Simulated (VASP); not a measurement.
# Rb (I4/mmm) in VASP: single point with PBE

Aim: the single point of Rb with PBE.

Program: VASP 6.6.1. These are calculated values, not measurements. Logs are shortened: lines on timing, memory, paths and dates and some standing lists are left out, and cuts for length are marked.

## (1) The cell of the first run

The typed cell holds 1 atom: a = 5.000 Å, b = 5.000 Å, c = 5.000 Å, α = 120.00°, β = 120.00°, γ = 90.01°.

## (2) Single point, PBE

The input, INCAR:

```
SYSTEM = Rb
PREC = Accurate ; ENCUT = 520
EDIFF = 1E-6 ; ISMEAR = 0
SIGMA = 0.15 ; LREAL = .False.
LASPH = .True. ; NELM = 80
ALGO = Fast ; ISIF = 2
LWAVE = .False. ; LCHARG = .False.
GGA = PE ; NBANDS = 10
```

The input, KPOINTS:

```
Automatic mesh
0
Gamma
  14 14 14
  0 0 0
```

The input, POSCAR:

```
Rb
1.0
   -2.4999876517      2.4999876517      3.5349825394
    2.4999876517     -2.4999876517      3.5349825394
    2.4999876517      2.4999876517     -3.5349825394
Rb
1
Direct
    0.0000000000      0.0000000000      0.0000000000
```

Potentials or basis: VASP PAW PBE potentials, release 64 (Rb_sv).

Command:

```console
$ cat potpaw_PBE.64/Rb_sv/POTCAR > POTCAR
$ mpirun -np 1 vasp_std > vasp.out
```

OUTCAR:

```text
SYSTEM = Rb
   PREC = Accurate
   ENCUT = 520
   EDIFF = 1E-6
   ISMEAR = 0
   LREAL = .False.
   LASPH = .True.
   NELM = 80
   ISIF = 2
   GGA = PE

 ion  position               nearest neighbor table
   1  0.000  0.000  0.000-

  LATTYP: Found a body centered tetragonal cell.
 ALAT       =     4.9999753034
 C/A-ratio  =     1.4140000000

  Lattice vectors:

 A1 = (  -2.4999876517,   2.4999876517,   3.5349825394)
 A2 = (   2.4999876517,  -2.4999876517,   3.5349825394)
 A3 = (   2.4999876517,   2.4999876517,  -3.5349825394)

Analysis of symmetry for initial positions (statically):
=====================================================================
 Subroutine PRICEL returns:
 Original cell was already a primitive cell.

 Routine SETGRP: Setting up the symmetry group for a
 body centered tetragonal supercell.

 Subroutine GETGRP returns: Found 16 space group operations
 (whereof 16 operations were pure point group operations)
 out of a pool of 16 trial point group operations.

The static configuration has the point symmetry D_4h.

Analysis of symmetry for dynamics (positions and initial velocities):
=====================================================================
 Subroutine PRICEL returns:
 Original cell was already a primitive cell.

 Routine SETGRP: Setting up the symmetry group for a
 body centered tetragonal supercell.

 Subroutine GETGRP returns: Found 16 space group operations
 (whereof 16 operations were pure point group operations)
 out of a pool of 16 trial point group operations.

The dynamic configuration has the point symmetry D_4h.

 Subroutine INISYM returns: Found 16 space group operations
 (whereof 16 operations are pure point group operations),
 and found     1 'primitive' translations

----------------------------------------------------------------------------------------

                                     Primitive cell

  volume of cell :      88.3737

  direct lattice vectors                    reciprocal lattice vectors
    -2.499987652  2.499987652  3.534982539     0.000000000  0.200000988  0.141443414
     2.499987652 -2.499987652  3.534982539     0.200000988  0.000000000  0.141443414
     2.499987652  2.499987652 -3.534982539     0.200000988  0.200000988  0.000000000

  length of vectors
     4.999597791  4.999597791  4.999597791     0.244962517  0.244962517  0.282844110

  position of ions in fractional coordinates (direct lattice)
     0.000000000  0.000000000  0.000000000

  ion indices of the primitive-cell ions
   primitive index   ion index
                 1           1

----------------------------------------------------------------------------------------

 KPOINTS: Automatic mesh

Automatic generation of k-mesh.
 Grid dimensions read from file:
 generate k-points for:   14   14   14

 Generating k-lattice:

  Cartesian coordinates                     Fractional coordinates (reciprocal lattice)
     0.000000000  0.014285785  0.010103101     0.071428571  0.000000000  0.000000000
     0.014285785  0.000000000  0.010103101     0.000000000  0.071428571  0.000000000
     0.014285785  0.014285785  0.000000000     0.000000000  0.000000000  0.071428571

  Length of vectors
     0.017497323  0.017497323  0.020203151

  Shift w.r.t. Gamma in fractional coordinates (k-lattice)
     0.000000000  0.000000000  0.000000000

 Subroutine IBZKPT returns following result:
 ===========================================

 Found    244 irreducible k-points:

 Following reciprocal coordinates:
            Coordinates               Weight
  0.000000  0.000000  0.000000      1.000000
  0.071429 -0.000000  0.000000      8.000000
  0.142857 -0.000000  0.000000      8.000000
  0.214286 -0.000000  0.000000      8.000000
  0.285714 -0.000000  0.000000      8.000000
  0.357143  0.000000  0.000000      8.000000
[... 16 lines left out ...]
  0.214286  0.142857  0.000000     16.000000
  0.285714  0.142857  0.000000     16.000000
 [... further k-points ...]
   k-points           NKPTS =    244   k-points in BZ     NKDIM =    244   number of bands    NBANDS=     10
   number of dos      NEDOS =    301   number of ions     NIONS =      1
   total plane-waves  NPLWV =  64000
   dimension x,y,z NGX =    40 NGY =   40 NGZ =   40
   dimension x,y,z NGXF=    80 NGYF=   80 NGZF=   80
   ions per type =               1
   NGX,Y,Z   is equivalent  to a cutoff of  13.30, 13.30, 13.30 a.u.
   NGXF,Y,Z  is equivalent  to a cutoff of  26.60, 26.60, 26.60 a.u.
 SYSTEM =  Rb
   PREC   = accura    normal or accurate (medium, high low for compatibility)
   ISTART =      0    job   : 0-new  1-cont  2-samecut
   ICHARG =      2    charge: 1-file 2-atom 10-const
   ISPIN  =      1    spin polarized calculation?
   LNONCOLLINEAR =      F non collinear calculations
   LSORBIT =      F    spin-orbit coupling
   LASPH  =      T    aspherical Exc in radial PAW
   ENCUT  =  520.0 eV  38.22 Ry    6.18 a.u.   9.30  9.30  9.30*2*pi/ulx,y,z
   NELM   =     80;   NELMIN=  2; NELMDL= -5     # of ELM steps
   EDIFF  = 0.1E-05   stopping-criterion for ELM
   LREAL  =      F    real-space projection
   EDIFFG = 0.1E-04   stopping-criterion for IOM
   NSW    =      0    number of steps for IOM
   IBRION =     -1    ionic relax: 0-MD 1-quasi-New 2-CG
   NFREE  =      0    steps in history (QN), initial steepest desc. (CG)
   ISIF   =      2    stress and relaxation
   ISYM   =      2    0-nonsym 1-usesym 2-fastsym
   POTIM  = 0.5000    time-step for ionic-motion
   TEBEG  =    0.0;   TEEND  =   0.0 temperature during run
   PSTRESS=    0.0 pullay stress
   NELECT =       9.0000    total number of electrons
   NUPDOWN=      -1.0000    fix difference up-down
   EMIN   =  10.00;   EMAX   =-10.00  energy-range for DOS
   EFERMI =   0.00;   METHOD = LEGACY
   ISMEAR =     0;   SIGMA  =   0.15  broadening in eV -4-tet -1-fermi 0-gaus
   EFERMI_NEDOS =   21; number of points for ismear=-14 and -15
   IALGO  =     68    algorithm
   IMIX   =      4    mixing-type and parameters
     AMIX     =   0.40;   BMIX     =  1.00
     AMIX_MAG =   1.60;   BMIX_MAG =  1.00
  volume/ion in A,a.u.               =      88.37       596.38
  Fermi-wavevector in a.u.,A,eV,Ry     =   0.764507  1.444708  7.952205  0.584471
  Thomas-Fermi vector in A             =   1.864423
   LORBIT       =      0    0 simple, 1 ext, 2 COOP (PROOUT), +10 PAW based schemes
   GGA     = PE    functional components
   LHFCALC =     F    Hartree Fock is set to
   AEXX    =    0.0000 exact exchange contribution
   IVDW    =     0    specifies the selected vdW correction
   LEPSILON=     F    determine dielectric tensor
   LRPA    =     F    only Hartree local field effects (RPA)
 non-spin polarized calculation
 RMM-DIIS sequential band-by-band and
 Gauss-broadening in eV      SIGMA  =   0.15
  energy-cutoff  :      520.00
  volume of cell :       88.37
 maximum number of plane-waves:      2421
 NGX is ok and might be reduce to    40
   NGX = 19   NGY = 19   NGZ = 19

 number of electron       9.0000000 magnetization

 Free energy of the ion-electron system (eV)
  ---------------------------------------------------
  ext. energy  EPLUGINS =         0.00000000
  ---------------------------------------------------
  free energy    TOTEN  =        -0.94139983 eV

  energy without entropy =       -0.93194116  energy(sigma->0) =       -0.93667050

 E-fermi :   0.0797     XC(G=0):  -5.5365

 val. band max:        0.0766069084   @ k =   0.4286   0.0714   0.0000
 cond. band min:       0.1048515595   @ k =  -0.2857   0.4286   0.0714
 fundamental gap:      0.0282446511
 Fermi energy:         0.0796984768

 k-point     1 :       0.0000    0.0000    0.0000
  band No.  band energies     occupation
      1     -28.8044      2.00000
      2     -12.8448      2.00000
      3     -12.8448      2.00000
      4     -12.8448      2.00000
      5      -1.9333      2.00000
      6       3.6972      0.00000
      7       3.6972      0.00000
      8       3.6977      0.00000
      9       5.0598      0.00000
     10       5.0609      0.00000

 k-point     2 :       0.0714   -0.0000    0.0000
  band No.  band energies     occupation
      1     -28.8042      2.00000
      2     -12.8501      2.00000
      3     -12.8456      2.00000
      4     -12.8455      2.00000
      5      -1.8746      2.00000
      6       3.5276      0.00000
      7       3.7239      0.00000
      8       3.7242      0.00000
      9       4.9855      0.00000
     10       4.9865      0.00000

 k-point     3 :       0.1429   -0.0000    0.0000
  band No.  band energies     occupation
      1     -28.8036      2.00000
      2     -12.8649      2.00000
      3     -12.8475      2.00000
      4     -12.8475      2.00000
      5      -1.7014      2.00000
      6       3.1318      0.00000
      7       3.7804      0.00000
      8       3.7809      0.00000
      9       4.8494      0.00000
     10       4.8503      0.00000

 k-point     4 :       0.2143   -0.0000    0.0000
  band No.  band energies     occupation
      1     -28.8027      2.00000
      2     -12.8861      2.00000
      3     -12.8504      2.00000
      4     -12.8504      2.00000
      5      -1.4218      2.00000
      6       2.6505      0.00000
      7       3.7931      0.00000
      8       3.7937      0.00000
      9       4.8230      0.00000
     10       4.8236      0.00000
[... 222 lines left out ...]
 k-point    22 :       0.1429    0.1429    0.0000
  band No.  band energies     occupation
      1     -28.8024      2.00000
      2     -12.8866      2.00000
      3     -12.8600      2.00000
      4     -12.8491      2.00000
      5      -1.3289      2.00000
      6       2.6831      0.00000
      7       3.3873      0.00000
      8       4.0731      0.00000
      9       4.2869      0.00000
     10       5.1643      0.00000

 k-point    23 :       0.2143    0.1429    0.0000
  band No.  band energies     occupation
      1     -28.8015      2.00000
      2     -12.9036      2.00000
      3     -12.8667      2.00000
      4     -12.8520      2.00000
      5      -0.9919      2.00000
      6       2.3255      0.00000
      7       3.1265      0.00000
      8       3.9968      0.00000
      9       4.4044      0.00000
     10       5.4296      0.00000

 k-point    24 :       0.2857    0.1429    0.0000
  band No.  band energies     occupation
      1     -28.8007      2.00000
      2     -12.9211      2.00000
      3     -12.8713      2.00000
      4     -12.8556      2.00000
      5      -0.5746      2.00000
      6       1.8703      0.00000
      7       2.9692      0.00000
      8       3.8110      0.00000
      9       4.7752      0.00000
     10       5.7205      0.00000

 [... further k-points ...]
[... 5 lines left out ...]
  --------------------------------------------------------------------------------------
  -------------------------------------------------------------------------------------
  Total        0.0535755      0.0535755      0.0536177      0.0000000      0.0000000      0.0000000
  in kB        0.9713005      0.9713005      0.9720656      0.0000000      0.0000000      0.0000000
  external PRESSURE =       0.9715556 kB  Pullay stress =       0.0000000 kB

 VOLUME and BASIS-vectors are now :
 -----------------------------------------------------------------------------
  energy-cutoff  :      520.00
  volume of cell :       88.37
      direct lattice vectors                 reciprocal lattice vectors
    -2.499987652  2.499987652  3.534982539     0.000000000  0.200000988  0.141443414
     2.499987652 -2.499987652  3.534982539     0.200000988  0.000000000  0.141443414
     2.499987652  2.499987652 -3.534982539     0.200000988  0.200000988  0.000000000

 POSITION                                       TOTAL-FORCE (eV/Angst)
 -----------------------------------------------------------------------------------
      0.00000      0.00000      0.00000         0.000000      0.000000     -0.000000
 -----------------------------------------------------------------------------------
    total drift:                               -0.000000      0.000000     -0.000000

  FREE ENERGIE OF THE ION-ELECTRON SYSTEM (eV)
  ---------------------------------------------------
  free  energy   TOTEN  =        -0.9413998295 eV

  energy  without entropy=       -0.9319411643  energy(sigma->0) =       -0.93667050
```

It took 90 s on 1 thread of Intel Xeon 6975P-C (Granite Rapids), shared host; peak memory 0.37 GiB.

Results:

| Property | Result |
| --- | --- |
| Free energy | -0.9414 eV |
| Pressure | 0.1 GPa |
